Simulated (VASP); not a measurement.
Here is a VASP 6.6.1 calculation.

INCAR

```
PREC     = Accurate       # precision mode
ENCUT    = 520            # plane-wave cutoff, eV
EDIFF    = 1E-8           # SCF threshold, eV
ISMEAR   = -1             # smearing method
SIGMA    = 0.02           # smearing width, eV
LREAL    = False          # projectors in reciprocal space
LASPH    = True           # aspherical terms in the spheres
NELM     = 150            # most SCF steps
ALGO     = Normal         # electronic algorithm
ISIF     = 2              # what is computed and relaxed
LWAVE    = False          # write WAVECAR
LCHARG   = False          # write CHGCAR
LNONCOLLINEAR= True           # non-collinear magnetism
MAGMOM   = 0 0 0 0 0 0    # initial moments
LORBIT   = 11             # projections on sites
LSORBIT  = True           # spin-orbit coupling
GGA_COMPAT= False        
LORBMOM  = True         
LMAXMIX  = 4              # l up to which the mixer works
GGA      = PE             # functional
LEFG     = True         
NBANDS   = 28             # bands
```

Contents of KPOINTS:

```
Automatic mesh
0
Gamma
  9 9 9
```

The input POSCAR:

```
TaN
1.0
    0.0000000000      2.1790000000      2.1790000000
    2.1790000000      0.0000000000      2.1790000000
    2.1790000000      2.1790000000      0.0000000000
Ta N
1 1
Direct
    0.5000000000      0.5000000000      0.5000000000
    0.0000000000      0.0000000000      0.0000000000
```

Potentials or basis: VASP PAW PBE potentials, release 64 (Ta_pv, N).

The run is started by

```console
$ cat potpaw_PBE.64/Ta_pv/POTCAR potpaw_PBE.64/N/POTCAR > POTCAR
$ mpirun -np 1 vasp_ncl > vasp.out
```

(1) Estimate the net moment.

(2) Predict the pressure.

Results:

(1) 0.00 μB per cell.

(2) 16.1 GPa.

Caveat: without QUAD_EFG the Cq values of the log hold for a quadrupole moment of 1 mb, not for the nuclei.
